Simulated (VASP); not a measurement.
A run of VASP 6.6.1 is set up as follows.

Contents of INCAR:

```
SYSTEM = Be4C
PREC     = Accurate       ! precision mode
ENCUT    = 520            ! plane-wave cutoff, eV
EDIFF    = 1E-7           ! SCF threshold, eV
ISMEAR   = 0              ! smearing method
SIGMA    = 0.1            ! smearing width, eV
LREAL    = .False.        ! projectors in reciprocal space
LASPH    = .True.         ! aspherical terms in the spheres
NELM     = 80             ! most SCF steps
ALGO     = Normal         ! electronic algorithm
ISIF     = 2              ! what is computed and relaxed
LWAVE    = .False.        ! write WAVECAR
LCHARG   = .True.         ! write CHGCAR
GGA      = PE             ! functional
LELF     = .True.         ! ELF
LVHAR    = .True.       
NBANDS   = 14             ! bands
```

File KPOINTS:

```
regular mesh
0
Gamma
  6 6 4
  0 0 0
```

File POSCAR:

```
Be4C
1.0
    2.9981754500      0.0000000000      0.0000000000
    0.0000000000      2.9981754500      0.0000000000
    0.0000000000      0.0000000000      4.2400603800
Be C
4 1
Direct
    0.5000000000      0.0000000000      0.2500000000
    0.0000000000      0.5000000000      0.7500000000
    0.5000000000      0.0000000000      0.7500000000
    0.0000000000      0.5000000000      0.2500000000
    0.0000000000      0.0000000000      0.0000000000
```

Potentials or basis: VASP PAW PBE potentials, release 64 (Be, C).

The run is started by

```sh
$ cat potpaw_PBE.64/Be/POTCAR potpaw_PBE.64/C/POTCAR > POTCAR
$ mpirun -np 1 vasp_std > vasp.out
```

Problem. Predict the band gap on the k mesh.

Solution. Zero (bands 6 and 7 overlap by 2.95 eV).

Problem. Estimate the largest force.

Solution. 0.180 eV/Å.

Problem. Predict the pressure.

Solution. 11.0 GPa.

Forces in eV/Å, atoms in the order of the input:
```
Be   0.000  0.000  0.180
Be   0.000  0.000 -0.180
Be   0.000  0.000 -0.180
Be   0.000  0.000  0.180
C    0.000  0.000  0.000
```

Caveat: the k points lie up to 0.37 Å⁻¹ apart, too coarse for converged energies and pressures of a metal; the cell differs from its parent crystal (atoms taken out).
